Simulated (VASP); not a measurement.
# AlRu (Pm-3m) in VASP: further runs

The runs below take AlRu through single point, with PBEsol.

Program: VASP 6.6.1. These are calculated values, not measurements. Logs are shortened: lines on timing, memory, paths and dates and some standing lists are left out, and cuts for length are marked.

### 1 The cell of the first run

Symmetry: Pm-3m, No. 221, cubic system. Conventional cell: a = 2.976 Å, b = 2.976 Å, c = 2.976 Å, α = 90.00°, β = 90.00°, γ = 90.00°. Al (site symmetry m-3m) has 8 Ru at 2.58 Å and 6 Al at 2.98 Å within 3.4 Å. Within 3.4 Å of Ru (site symmetry m-3m) lie 8 Al at 2.58 Å and 6 Ru at 2.98 Å.

### 2 Single point, PBEsol

Contents of INCAR:

```
PREC = Accurate ; ENCUT = 520
EDIFF = 1E-6 ; ISMEAR = 0
SIGMA = 0.1 ; LREAL = False
LASPH = True ; NELM = 80
ALGO = Fast ; ISIF = 2
LWAVE = False ; LCHARG = True
GGA = PS ; LELF = True
LVHAR = True ; NBANDS = 16
```

Contents of KPOINTS:

```
Automatic mesh
0
Gamma
  14 14 14
```

Contents of POSCAR:

```
AlRu
1.0
    2.9763145936      0.0000000000      0.0000000000
    0.0000000000      2.9763145936      0.0000000000
    0.0000000000      0.0000000000      2.9763145936
Al Ru
1 1
Direct
    0.0000000000      0.0000000000      0.0000000000
    0.5000000000      0.5000000000      0.5000000000
```

Potentials or basis: VASP PAW PBE potentials, release 64 (Al, Ru_pv).

Command:

```console
cat potpaw_PBE.64/Al/POTCAR potpaw_PBE.64/Ru_pv/POTCAR > POTCAR
mpirun -np 1 vasp_std > vasp.out
```

OUTCAR:

```text
PREC = Accurate
   ENCUT = 520
   EDIFF = 1E-6
   ISMEAR = 0
   LREAL = False
   LASPH = True
   NELM = 80
   ISIF = 2
   GGA = PS

 ion  position               nearest neighbor table
   1  0.000  0.000  0.000-   2 2.58   2 2.58   2 2.58   2 2.58   2 2.58   2 2.58   2 2.58   2 2.58

   2  0.500  0.500  0.500-   1 2.58   1 2.58   1 2.58   1 2.58   1 2.58   1 2.58   1 2.58   1 2.58

  LATTYP: Found a simple cubic cell.
 ALAT       =     2.9763145936

  Lattice vectors:

 A1 = (   2.9763145936,   0.0000000000,   0.0000000000)
 A2 = (   0.0000000000,   2.9763145936,   0.0000000000)
 A3 = (   0.0000000000,   0.0000000000,   2.9763145936)

Analysis of symmetry for initial positions (statically):
=====================================================================
 Subroutine PRICEL returns:
 Original cell was already a primitive cell.

 Routine SETGRP: Setting up the symmetry group for a
 simple cubic supercell.

 Subroutine GETGRP returns: Found 48 space group operations
 (whereof 48 operations were pure point group operations)
 out of a pool of 48 trial point group operations.

The static configuration has the point symmetry O_h .

Analysis of symmetry for dynamics (positions and initial velocities):
=====================================================================
 Subroutine PRICEL returns:
 Original cell was already a primitive cell.

 Routine SETGRP: Setting up the symmetry group for a
 simple cubic supercell.

 Subroutine GETGRP returns: Found 48 space group operations
 (whereof 48 operations were pure point group operations)
 out of a pool of 48 trial point group operations.

The dynamic configuration has the point symmetry O_h .

 Subroutine INISYM returns: Found 48 space group operations
 (whereof 48 operations are pure point group operations),
 and found     1 'primitive' translations

----------------------------------------------------------------------------------------

                                     Primitive cell

  volume of cell :      26.3655

  direct lattice vectors                    reciprocal lattice vectors
     2.976314594  0.000000000  0.000000000     0.335985988  0.000000000  0.000000000
     0.000000000  2.976314594  0.000000000     0.000000000  0.335985988  0.000000000
     0.000000000  0.000000000  2.976314594     0.000000000  0.000000000  0.335985988

  length of vectors
     2.976314594  2.976314594  2.976314594     0.335985988  0.335985988  0.335985988

  position of ions in fractional coordinates (direct lattice)
     0.000000000  0.000000000  0.000000000
     0.500000000  0.500000000  0.500000000

  ion indices of the primitive-cell ions
   primitive index   ion index
                 1           1
                 2           2

----------------------------------------------------------------------------------------

 KPOINTS: Automatic mesh

Automatic generation of k-mesh.
 Grid dimensions read from file:
 generate k-points for:   14   14   14

 Generating k-lattice:

  Cartesian coordinates                     Fractional coordinates (reciprocal lattice)
     0.023998999  0.000000000  0.000000000     0.071428571  0.000000000  0.000000000
     0.000000000  0.023998999  0.000000000     0.000000000  0.071428571  0.000000000
     0.000000000  0.000000000  0.023998999     0.000000000  0.000000000  0.071428571

  Length of vectors
     0.023998999  0.023998999  0.023998999

  Shift w.r.t. Gamma in fractional coordinates (k-lattice)
     0.000000000  0.000000000  0.000000000

 Subroutine IBZKPT returns following result:
 ===========================================

 Found    120 irreducible k-points:

 Following reciprocal coordinates:
            Coordinates               Weight
  0.000000  0.000000  0.000000      1.000000
  0.071429  0.000000  0.000000      6.000000
  0.142857  0.000000  0.000000      6.000000
  0.214286  0.000000  0.000000      6.000000
  0.285714  0.000000  0.000000      6.000000
  0.357143  0.000000  0.000000      6.000000
[... 16 lines left out ...]
  0.285714  0.214286  0.000000     24.000000
  0.357143  0.214286  0.000000     24.000000
 [... further k-points ...]
   k-points           NKPTS =    120   k-points in BZ     NKDIM =    120   number of bands    NBANDS=     16
   number of dos      NEDOS =    301   number of ions     NIONS =      2
   total plane-waves  NPLWV =  13824
   dimension x,y,z NGX =    24 NGY =   24 NGZ =   24
   dimension x,y,z NGXF=    48 NGYF=   48 NGZF=   48
   ions per type =               1   1
   NGX,Y,Z   is equivalent  to a cutoff of  13.41, 13.41, 13.41 a.u.
   NGXF,Y,Z  is equivalent  to a cutoff of  26.81, 26.81, 26.81 a.u.
 SYSTEM =  unknown system
   PREC   = accura    normal or accurate (medium, high low for compatibility)
   ISTART =      0    job   : 0-new  1-cont  2-samecut
   ICHARG =      2    charge: 1-file 2-atom 10-const
   ISPIN  =      1    spin polarized calculation?
   LNONCOLLINEAR =      F non collinear calculations
   LSORBIT =      F    spin-orbit coupling
   LASPH  =      T    aspherical Exc in radial PAW
   ENCUT  =  520.0 eV  38.22 Ry    6.18 a.u.   5.53  5.53  5.53*2*pi/ulx,y,z
   NELM   =     80;   NELMIN=  2; NELMDL= -5     # of ELM steps
   EDIFF  = 0.1E-05   stopping-criterion for ELM
   LREAL  =      F    real-space projection
   EDIFFG = 0.1E-04   stopping-criterion for IOM
   NSW    =      0    number of steps for IOM
   IBRION =     -1    ionic relax: 0-MD 1-quasi-New 2-CG
   NFREE  =      0    steps in history (QN), initial steepest desc. (CG)
   ISIF   =      2    stress and relaxation
   ISYM   =      2    0-nonsym 1-usesym 2-fastsym
   POTIM  = 0.5000    time-step for ionic-motion
   TEBEG  =    0.0;   TEEND  =   0.0 temperature during run
   PSTRESS=    0.0 pullay stress
   NELECT =      17.0000    total number of electrons
   NUPDOWN=      -1.0000    fix difference up-down
   EMIN   =  10.00;   EMAX   =-10.00  energy-range for DOS
   EFERMI =   0.00;   METHOD = LEGACY
   ISMEAR =     0;   SIGMA  =   0.10  broadening in eV -4-tet -1-fermi 0-gaus
   EFERMI_NEDOS =   21; number of points for ismear=-14 and -15
   IALGO  =     68    algorithm
   IMIX   =      4    mixing-type and parameters
     AMIX     =   0.40;   BMIX     =  1.00
     AMIX_MAG =   1.60;   BMIX_MAG =  1.00
  volume/ion in A,a.u.               =      13.18        88.96
  Fermi-wavevector in a.u.,A,eV,Ry     =   1.414313  2.672665 27.215492  2.000282
  Thomas-Fermi vector in A             =   2.535868
   LORBIT       =      0    0 simple, 1 ext, 2 COOP (PROOUT), +10 PAW based schemes
   GGA     = PS    functional components
   LHFCALC =     F    Hartree Fock is set to
   AEXX    =    0.0000 exact exchange contribution
   IVDW    =     0    specifies the selected vdW correction
   LEPSILON=     F    determine dielectric tensor
   LRPA    =     F    only Hartree local field effects (RPA)
 non-spin polarized calculation
 RMM-DIIS sequential band-by-band and
 Gauss-broadening in eV      SIGMA  =   0.10
  energy-cutoff  :      520.00
  volume of cell :       26.37
 maximum number of plane-waves:       739
 NGX is ok and might be reduce to    24
   NGX = 11   NGY = 11   NGZ = 11

 number of electron      16.9999996 magnetization

 Free energy of the ion-electron system (eV)
  ---------------------------------------------------
  ext. energy  EPLUGINS =         0.00000000
  ---------------------------------------------------
  free energy    TOTEN  =       -15.51853210 eV

  energy without entropy =      -15.50925373  energy(sigma->0) =      -15.51389291

 E-fermi :  10.8133     XC(G=0): -12.7664

 val. band max:       10.8043329734   @ k =   0.5000   0.2857   0.1429
 cond. band min:      10.8244779014   @ k =   0.1429   0.0714   0.0714
 fundamental gap:      0.0201449280
 Fermi energy:        10.8133001412

 k-point     1 :       0.0000    0.0000    0.0000
  band No.  band energies     occupation
      1     -30.8994      2.00000
      2     -30.8994      2.00000
      3     -30.8994      2.00000
      4       1.0404      2.00000
      5       7.1410      2.00000
      6       7.1410      2.00000
[... 8 lines left out ...]
     15      22.8137      0.00000
     16      26.1868      0.00000

 k-point     2 :       0.0714    0.0000    0.0000
  band No.  band energies     occupation
      1     -30.9106      2.00000
      2     -30.8985      2.00000
      3     -30.8985      2.00000
      4       1.1400      2.00000
      5       7.1763      2.00000
      6       7.1775      2.00000
[... 8 lines left out ...]
     15      22.8144      0.00000
     16      26.4944      0.00000

 k-point     3 :       0.1429    0.0000    0.0000
  band No.  band energies     occupation
      1     -30.9420      2.00000
      2     -30.8958      2.00000
      3     -30.8958      2.00000
      4       1.4342      2.00000
      5       7.2589      2.00000
      6       7.2774      2.00000
[... 8 lines left out ...]
     15      22.9995      0.00000
     16      27.4631      0.00000

 k-point     4 :       0.2143    0.0000    0.0000
  band No.  band energies     occupation
      1     -30.9870      2.00000
      2     -30.8920      2.00000
      3     -30.8920      2.00000
      4       1.9092      2.00000
      5       7.2969      2.00000
      6       7.4304      2.00000
[... 8 lines left out ...]
     15      23.5513      0.00000
     16      28.0971      0.00000
[... 324 lines left out ...]
 k-point    22 :       0.2143    0.2143    0.0000
  band No.  band energies     occupation
      1     -30.9807      2.00000
      2     -30.9756      2.00000
      3     -30.8845      2.00000
      4       2.7038      2.00000
      5       7.4321      2.00000
      6       7.7996      2.00000
[... 8 lines left out ...]
     15      25.5152      0.00000
     16      25.7691      0.00000

 k-point    23 :       0.2857    0.2143    0.0000
  band No.  band energies     occupation
      1     -31.0271      2.00000
      2     -30.9729      2.00000
      3     -30.8803      2.00000
      4       3.2677      2.00000
      5       7.2507      2.00000
      6       8.0044      2.00000
[... 8 lines left out ...]
     15      24.6495      0.00000
     16      26.2385      0.00000

 k-point    24 :       0.3571    0.2143    0.0000
  band No.  band energies     occupation
      1     -31.0707      2.00000
      2     -30.9684      2.00000
      3     -30.8764      2.00000
      4       3.9260      2.00000
      5       6.8146      2.00000
      6       8.1978      2.00000
[... 8 lines left out ...]
     15      23.5190      0.00000
     16      25.2837      0.00000

 [... further k-points ...]

------------------------ aborting loop because EDIFF is reached ----------------------------------------

  FORCE on cell =-STRESS in cart. coord.  units (eV):
  Direction    XX          YY          ZZ          XY          YZ          ZX
  --------------------------------------------------------------------------------------
  -------------------------------------------------------------------------------------
  Total        0.0048485      0.0048485      0.0048485     -0.0000000     -0.0000000     -0.0000000
  in kB        0.2946329      0.2946329      0.2946329     -0.0000000     -0.0000000     -0.0000000
  external PRESSURE =       0.2946329 kB  Pullay stress =       0.0000000 kB

 VOLUME and BASIS-vectors are now :
 -----------------------------------------------------------------------------
  energy-cutoff  :      520.00
  volume of cell :       26.37
      direct lattice vectors                 reciprocal lattice vectors
     2.976314594  0.000000000  0.000000000     0.335985988  0.000000000  0.000000000
     0.000000000  2.976314594  0.000000000     0.000000000  0.335985988  0.000000000
     0.000000000  0.000000000  2.976314594     0.000000000  0.000000000  0.335985988

 POSITION                                       TOTAL-FORCE (eV/Angst)
 -----------------------------------------------------------------------------------
      0.00000      0.00000      0.00000         0.000000      0.000000      0.000000
      1.48816      1.48816      1.48816         0.000000      0.000000      0.000000
 -----------------------------------------------------------------------------------
    total drift:                                0.000000     -0.000000     -0.000000

  FREE ENERGIE OF THE ION-ELECTRON SYSTEM (eV)
  ---------------------------------------------------
  free  energy   TOTEN  =       -15.5185321031 eV

  energy  without entropy=      -15.5092537254  energy(sigma->0) =      -15.51389291
```

Run time: 36 s. Hardware: 1 thread of Intel Xeon 8259CL, shared host; peak memory 0.17 GiB.

Results:

```yaml
Free_energy: -15.5185 eV
Pressure: 0.0 GPa
Band_gap_on_the_k_mesh: zero (an odd number of electrons rules out a gap without spin polarisation)
```

Levels at points of the mesh, in eV from the Fermi level:
```
           k point  band 5  band 6  band 7  band 8  band 9  band 10  band 11  band 12  band 13  band 14
(0.00, 0.00, 0.00)   -3.67   -3.67    0.20    0.20    0.20     6.15     6.15     6.15    11.09    11.09
(0.50, 0.00, 0.00)   -5.50   -2.85   -1.63   -1.63    0.46     2.34     7.44    11.08    11.08    12.96
(0.50, 0.50, 0.00)   -3.15   -1.38   -1.38   -1.19   -1.19     1.57     5.38     6.44    10.72    12.00
(0.50, 0.50, 0.50)   -4.72   -4.72    1.67    1.67    2.70     4.14     4.14     4.14     8.72     8.72
```

Caveat: the PAW data sets were made with another functional, which shifts forces and pressure a little.

### 3 Single point, PBEsol

Contents of INCAR:

```
SYSTEM = AlRu
  PREC = Accurate
  ENCUT = 520
  EDIFF = 1E-6
  ISMEAR = 0
  SIGMA = 0.1
  LREAL = .FALSE.
  LASPH = .TRUE.
  NELM = 60
  ALGO = Normal
  ISIF = 2
  LWAVE = .FALSE.
  LCHARG = .FALSE.
  GGA = PS
  NBANDS = 16
```

Contents of KPOINTS:

```
Automatic mesh
0
G
  14 14 14
  0 0 0
```

Contents of POSCAR:

```
AlRu
1.0
    2.9763144544      0.0000000000      0.0000000000
    0.0000000000      2.9763144544      0.0000000000
    0.0000000000      0.0000000000      2.9763144544
Al Ru
1 1
Direct
    0.0000000000      0.0000000000      0.0000000000
    0.5000000000      0.5000000000      0.5000000000
```

Potentials or basis: VASP PAW PBE potentials, release 64 (Al, Ru_pv).

Command:

```console
cat potpaw_PBE.64/Al/POTCAR potpaw_PBE.64/Ru_pv/POTCAR > POTCAR
mpirun -np 1 vasp_std > vasp.out
```

It took 31 s on 1 thread of Intel Xeon 8259CL, shared host; peak memory 0.18 GiB.

The run converged. Its results:

```yaml
Free_energy: -15.5185 eV
Pressure: 0.1 GPa
Band_gap_on_the_k_mesh: zero (an odd number of electrons rules out a gap without spin polarisation)
```

Levels at points of the mesh, in eV from the Fermi level:
| k point | band 7 | band 8 | band 9 | band 10 | band 11 | band 12 |
| --- | --- | --- | --- | --- | --- | --- |
| (0.00, 0.00, 0.00) | 0.20 | 0.20 | 0.20 | 6.15 | 6.15 | 6.15 |
| (0.50, 0.00, 0.00) | -1.63 | -1.63 | 0.46 | 2.34 | 7.44 | 11.08 |
| (0.50, 0.50, 0.00) | -1.38 | -1.19 | -1.19 | 1.57 | 5.38 | 6.44 |
| (0.50, 0.50, 0.50) | 1.67 | 1.67 | 2.70 | 4.14 | 4.14 | 4.14 |

Caveat: the PAW data sets were made with another functional, which shifts forces and pressure a little.
